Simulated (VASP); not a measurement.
# GeSb2Te4 (I422) in VASP: notebook, part 2 of 2

VASP 6.6.1.

## (4) Relaxation of cell and atoms, PBEsol

This run uses another cell than the first one, of 31.93 Å³/atom, 1.075 times its volume.

INCAR

```
PREC = Accurate
ENCUT = 600
EDIFF = 1E-7
ISMEAR = -1
SIGMA = 0.03
LREAL = False
LASPH = True
NELM = 100
ALGO = Normal
ISIF = 3
LWAVE = False
LCHARG = False
GGA = PS
IBRION = 2
NSW = 100
EDIFFG = -0.01
```

KPOINTS

```
Automatic mesh
0
Gamma
  4 4 4
```

POSCAR

```
GeSb2Te4
1.0
   -4.1196151800      4.1196151800      3.2925068100
    4.1196151800     -4.1196151800      3.2925068100
    4.1196151800      4.1196151800     -3.2925068100
Ge Sb Te
1 2 4
Direct
    0.0000000000      0.0000000000      0.0000000000
    0.0000000000      0.5000000000      0.5000000000
    0.5000000000      0.0000000000      0.5000000000
    0.0794715300      0.9205284600      0.5000000000
    0.5794715300      0.0794715300      0.1589430700
    0.9205284600      0.4205284700      0.8410569300
    0.4205284700      0.5794715300      0.5000000000
```

Potentials or basis: VASP PAW PBE potentials, release 64 (Ge_d, Sb, Te).

The run is started by

```
> cat potpaw_PBE.64/Ge_d/POTCAR potpaw_PBE.64/Sb/POTCAR potpaw_PBE.64/Te/POTCAR > POTCAR
> mpirun -np 1 vasp_std > vasp.out
```

OUTCAR:

```text
PREC = Accurate
   ENCUT = 600
   EDIFF = 1E-7
   ISMEAR = -1
   LREAL = False
   LASPH = True
   NELM = 100
   ISIF = 3
   GGA = PS
   IBRION = 2
   NSW = 100
   EDIFFG = -0.01

 ion  position               nearest neighbor table
   1  0.000  0.000  0.000-
   2  0.000  0.500  0.500-   4 2.58   6 2.58   5 2.58   7 2.58   3 3.29   3 3.29
   3  0.500  0.000  0.500-   5 2.58   6 2.58   4 2.58   7 2.58   2 3.29   2 3.29
   4  0.079  0.921  0.500-   2 2.58   3 2.58
   5  0.579  0.079  0.159-   3 2.58   2 2.58
   6  0.921  0.421  0.841-   2 2.58   3 2.58
   7  0.421  0.579  0.500-   2 2.58   3 2.58

  LATTYP: Found a body centered tetragonal cell.
 ALAT       =     8.2392303600
 C/A-ratio  =     0.7992267885

  Lattice vectors:

 A1 = (  -4.1196151800,   4.1196151800,   3.2925068100)
 A2 = (   4.1196151800,  -4.1196151800,   3.2925068100)
 A3 = (   4.1196151800,   4.1196151800,  -3.2925068100)

Analysis of symmetry for initial positions (statically):
=====================================================================
 Subroutine PRICEL returns:
 Original cell was already a primitive cell.

 Routine SETGRP: Setting up the symmetry group for a
 body centered tetragonal supercell.

 Subroutine GETGRP returns: Found  8 space group operations
 (whereof  8 operations were pure point group operations)
 out of a pool of 16 trial point group operations.

The static configuration has the point symmetry D_4 .

Analysis of symmetry for dynamics (positions and initial velocities):
=====================================================================
 Subroutine PRICEL returns:
 Original cell was already a primitive cell.

 Routine SETGRP: Setting up the symmetry group for a
 body centered tetragonal supercell.

 Subroutine GETGRP returns: Found  8 space group operations
 (whereof  8 operations were pure point group operations)
 out of a pool of 16 trial point group operations.

The dynamic configuration has the point symmetry D_4 .

 Subroutine INISYM returns: Found  8 space group operations
 (whereof  8 operations are pure point group operations),
 and found     1 'primitive' translations

----------------------------------------------------------------------------------------

                                     Primitive cell

  volume of cell :     223.5116

  direct lattice vectors                    reciprocal lattice vectors
    -4.119615180  4.119615180  3.292506810     0.000000000  0.121370560  0.151859974
     4.119615180 -4.119615180  3.292506810     0.121370560  0.000000000  0.151859974
     4.119615180  4.119615180 -3.292506810     0.121370560  0.121370560  0.000000000

  length of vectors
     6.692014611  6.692014611  6.692014611     0.194402327  0.194402327  0.171643892

  position of ions in fractional coordinates (direct lattice)
     0.000000000  0.000000000  0.000000000
     0.000000000  0.500000000  0.500000000
     0.500000000  0.000000000  0.500000000
     0.079471530  0.920528460  0.500000000
     0.579471530  0.079471530  0.158943070
     0.920528460  0.420528470  0.841056930
     0.420528470  0.579471530  0.500000000

  ion indices of the primitive-cell ions
   primitive index   ion index
                 1           1
[... 22 lines left out ...]
  Length of vectors
     0.048600582  0.048600582  0.042910973

  Shift w.r.t. Gamma in fractional coordinates (k-lattice)
     0.000000000  0.000000000  0.000000000

 Subroutine IBZKPT returns following result:
 ===========================================

 Found     13 irreducible k-points:

 Following reciprocal coordinates:
            Coordinates               Weight
  0.000000  0.000000  0.000000      1.000000
  0.250000  0.000000  0.000000      8.000000
  0.500000  0.000000  0.000000      4.000000
  0.250000  0.250000  0.000000      8.000000
  0.500000  0.250000  0.000000     16.000000
 -0.250000  0.250000  0.000000      4.000000
  0.500000  0.500000  0.000000      2.000000
  0.250000  0.250000  0.250000      2.000000
 -0.250000  0.250000  0.250000      4.000000
  0.500000  0.500000  0.250000      4.000000
 -0.250000  0.500000  0.250000      8.000000
 -0.250000 -0.250000  0.250000      2.000000
  0.500000  0.500000  0.500000      1.000000
   k-points           NKPTS =     13   k-points in BZ     NKDIM =     13   number of bands    NBANDS=     28
   number of dos      NEDOS =    301   number of ions     NIONS =      7
   total plane-waves  NPLWV = 157464
   dimension x,y,z NGX =    54 NGY =   54 NGZ =   54
   dimension x,y,z NGXF=   108 NGYF=  108 NGZF=  108
   ions per type =               1   2   4
   NGX,Y,Z   is equivalent  to a cutoff of  13.41, 13.41, 13.41 a.u.
   NGXF,Y,Z  is equivalent  to a cutoff of  26.83, 26.83, 26.83 a.u.
 SYSTEM =  unknown system
   PREC   = accura    normal or accurate (medium, high low for compatibility)
   ISTART =      0    job   : 0-new  1-cont  2-samecut
   ICHARG =      2    charge: 1-file 2-atom 10-const
   ISPIN  =      1    spin polarized calculation?
   LNONCOLLINEAR =      F non collinear calculations
   LSORBIT =      F    spin-orbit coupling
   LASPH  =      T    aspherical Exc in radial PAW
   ENCUT  =  600.0 eV  44.10 Ry    6.64 a.u.  13.37 13.37 13.37*2*pi/ulx,y,z
   NELM   =    100;   NELMIN=  2; NELMDL= -5     # of ELM steps
   EDIFF  = 0.1E-06   stopping-criterion for ELM
   LREAL  =      F    real-space projection
   EDIFFG = -.1E-01   stopping-criterion for IOM
   NSW    =    100    number of steps for IOM
   IBRION =      2    ionic relax: 0-MD 1-quasi-New 2-CG
   NFREE  =      1    steps in history (QN), initial steepest desc. (CG)
   ISIF   =      3    stress and relaxation
   ISYM   =      2    0-nonsym 1-usesym 2-fastsym
   POTIM  = 0.5000    time-step for ionic-motion
   TEBEG  =    0.0;   TEEND  =   0.0 temperature during run
   PSTRESS=    0.0 pullay stress
   NELECT =      48.0000    total number of electrons
   NUPDOWN=      -1.0000    fix difference up-down
   EMIN   =  10.00;   EMAX   =-10.00  energy-range for DOS
   EFERMI =   0.00;   METHOD = LEGACY
   ISMEAR =    -1;   SIGMA  =   0.03  broadening in eV -4-tet -1-fermi 0-gaus
   EFERMI_NEDOS =   21; number of points for ismear=-14 and -15
   IALGO  =     38    algorithm
   IMIX   =      4    mixing-type and parameters
     AMIX     =   0.40;   BMIX     =  1.00
     AMIX_MAG =   1.60;   BMIX_MAG =  1.00
  volume/ion in A,a.u.               =      31.93       215.48
  Fermi-wavevector in a.u.,A,eV,Ry     =   0.980367  1.852625 13.076818  0.961119
  Thomas-Fermi vector in A             =   2.111291
   LORBIT       =      0    0 simple, 1 ext, 2 COOP (PROOUT), +10 PAW based schemes
   GGA     = PS    functional components
   LHFCALC =     F    Hartree Fock is set to
   AEXX    =    0.0000 exact exchange contribution
   IVDW    =     0    specifies the selected vdW correction
   LEPSILON=     F    determine dielectric tensor
   LRPA    =     F    only Hartree local field effects (RPA)
 conjugate gradient relaxation of ions
 non-spin polarized calculation
  energy-cutoff  :      600.00
  volume of cell :      223.51
 maximum number of plane-waves:      7477
 NGX is ok and might be reduce to    54
   NGX = 27   NGY = 27   NGZ = 27

--------------------------------------- Ionic step        1  -------------------------------------------

 number of electron      48.0000000 magnetization

 Free energy of the ion-electron system (eV)
  ---------------------------------------------------
  ext. energy  EPLUGINS =         0.00000000
  ---------------------------------------------------
  free energy    TOTEN  =       -22.61191429 eV

  energy without entropy =      -22.60124098  energy(sigma->0) =      -22.60657763

------------------------ aborting loop because EDIFF is reached ----------------------------------------

  FORCE on cell =-STRESS in cart. coord.  units (eV):
  Direction    XX          YY          ZZ          XY          YZ          ZX
  --------------------------------------------------------------------------------------
  -------------------------------------------------------------------------------------
  Total       15.0139514     15.0139514     27.9757634      0.0000000     -0.0000000      0.0000000
  in kB      107.6231292    107.6231292    200.5360963      0.0000000     -0.0000000      0.0000000
  external PRESSURE =     138.5941182 kB  Pullay stress =       0.0000000 kB
[... 927 lines left out ...]
     27       9.1972      0.00000
     28       9.2235      0.00000

[... ionic steps 4 to 16 ...]

--------------------------------------- Ionic step       17  -------------------------------------------

 number of electron      48.0000009 magnetization

------------------------ aborting loop because EDIFF is reached ----------------------------------------
[... 77 lines left out ...]
--------------------------------------- Ionic step       19  -------------------------------------------

 number of electron      48.0000009 magnetization

 Free energy of the ion-electron system (eV)
  ---------------------------------------------------
  ext. energy  EPLUGINS =         0.00000000
  ---------------------------------------------------
  free energy    TOTEN  =       -26.81305451 eV

  energy without entropy =      -26.79845732  energy(sigma->0) =      -26.80575591

 E-fermi :   6.7280     XC(G=0):  -9.7034

 val. band max:        6.5414423811   @ k =   0.5000   0.2500   0.0000
 cond. band min:       6.7548029906   @ k =   0.5000   0.0000   0.0000
 fundamental gap:      0.2133606095
 Fermi energy:         6.7279890691
[... 435 lines left out ...]
  FREE ENERGIE OF THE ION-ELECTRON SYSTEM (eV)
  ---------------------------------------------------
  free  energy   TOTEN  =       -26.8130545067 eV

  energy  without entropy=      -26.7984573153  energy(sigma->0) =      -26.80575591

 reached required accuracy - stopping structural energy minimisation
```

Wall time 38 min (1 thread of Intel Xeon 6975P-C (Granite Rapids), shared host); peak memory 0.49 GiB.

What came out:

| Item | Value |
| --- | --- |
| Free energy | -26.8131 eV |
| Relaxed volume | 29.69 Å³/atom |
| Relaxed cell | a = 6.463 Å, b = 6.463 Å, c = 6.463 Å, α = 109.93°, β = 109.93°, γ = 108.55° |
| Space group after relaxing (to 0.05 Å) | I422 (No. 97) |
| Energy gained by relaxing | 600.2 meV/atom |
| Ionic steps | 19 |
| Pressure after relaxing | 0.0 GPa |
| Largest force after relaxing | 0.004 eV/Å |
| Band gap on the k mesh | zero (band 24 reaches 7.34 eV, above the bottom of band 25 at 6.23 eV) |

Forces in eV/Å, atoms in the order of the input:
```
Ge   0.000  0.000  0.000
Sb   0.000  0.000  0.000
Sb   0.000  0.000  0.000
Te   0.003 -0.003  0.000
Te  -0.003 -0.003  0.000
Te   0.003  0.003  0.000
Te  -0.003  0.003  0.000
```

Step by step:
```tsv
step	energy change (eV)	largest force (eV/Å)	pressure (GPa)	volume (Å³)
1	0.0000	4.9406	13.86	223.51
2	-1.5018	0.8670	-6.23	324.63
3	-2.9716	0.6758	-1.70	273.35
4	-2.9735	0.7295	-1.52	272.18
5	-2.9734	0.7778	-1.35	271.14
6	-3.2277	0.7896	-1.13	261.41
7	-3.8049	0.8173	0.31	232.95
8	-3.1225	1.2052	11.43	179.71
9	-3.8536	1.0451	2.47	216.66
10	-4.0188	0.6550	1.09	217.47
11	-4.1131	0.3052	-0.33	218.42
12	-4.1306	0.1785	-0.93	218.87
13	-4.1327	0.1084	-1.23	219.10
14	-4.1668	0.0811	-0.81	214.91
15	-4.1904	0.0508	0.10	207.83
16	-4.1950	0.0307	0.02	208.08
17	-4.2003	0.0130	-0.21	208.74
18	-4.2009	0.0132	0.13	207.34
19	-4.2011	0.0044	0.01	207.80
```

Final structure:
```
Ge Sb Te
1.0
    -3.71021    3.71021    3.77397
     3.71021   -3.71021    3.77397
     3.71021    3.71021   -3.77397
Ge Sb Te
1 2 4
Cartesian
  0.0000 0.0000 0.0000
  3.7102 0.0000 0.0000
  0.0000 3.7102 0.0000
  5.3509 -1.6407 1.8870
  -1.6407 2.0695 1.8870
  1.6407 5.3509 1.8870
  2.0695 1.6407 1.8870
```

Levels at points of the mesh, in eV from the Fermi level:
```tsv
k point	band 20	band 21	band 22	band 23	band 24	band 25	band 26	band 27	band 28
(0.00, 0.00, 0.00)	-1.61	-1.61	0.11	0.24	0.61	2.54	2.59	2.60	2.60
(0.50, 0.00, 0.00)	-2.45	-1.63	-1.30	-1.29	-1.14	0.03	0.09	0.83	1.97
(0.50, 0.50, 0.00)	-2.24	-1.93	-1.69	-1.38	-0.72	-0.28	0.12	0.15	2.37
(0.50, 0.50, 0.50)	-0.95	-0.95	-0.79	-0.68	-0.26	-0.26	0.06	0.24	0.44
```

Caveat: the PAW data sets were made with another functional, which shifts forces and pressure a little; spin-orbit coupling is left out, which moves the levels of the heavy elements.

## (5) Summary

```tsv
task	level	cell	cutoff (eV)	gap on the mesh (eV)	pressure (GPa)	largest force (eV/Å)
single point	PBEsol	a = 6.465 Å, angles 109.9, 109.9, 108.7°, 7 atoms	520	none	0.0	0.01
single point	r2SCAN+rVV10	a = 6.656 Å, angles 108.3, 108.3, 111.7°, 7 atoms	520	none	0.2	0.03
relaxation of cell and atoms	PBEsol	relaxed from a = 6.692 Å, angles 104.0, 104.0, 121.1°, 7 atoms	600	none	0.0	-
```

Alike in all rows: potentials or basis VASP PAW PBE potentials, release 64 (Ge_d, Sb, Te); no spin polarisation; k mesh 4 × 4 × 4; smearing fermi-dirac 0.03 eV.

Caveats: the PAW data sets were made with another functional, which shifts forces and pressure a little; spin-orbit coupling is left out, which moves the levels of the heavy elements.

Total energies depend on the potentials used, so only differences within one code and one set of settings carry meaning.
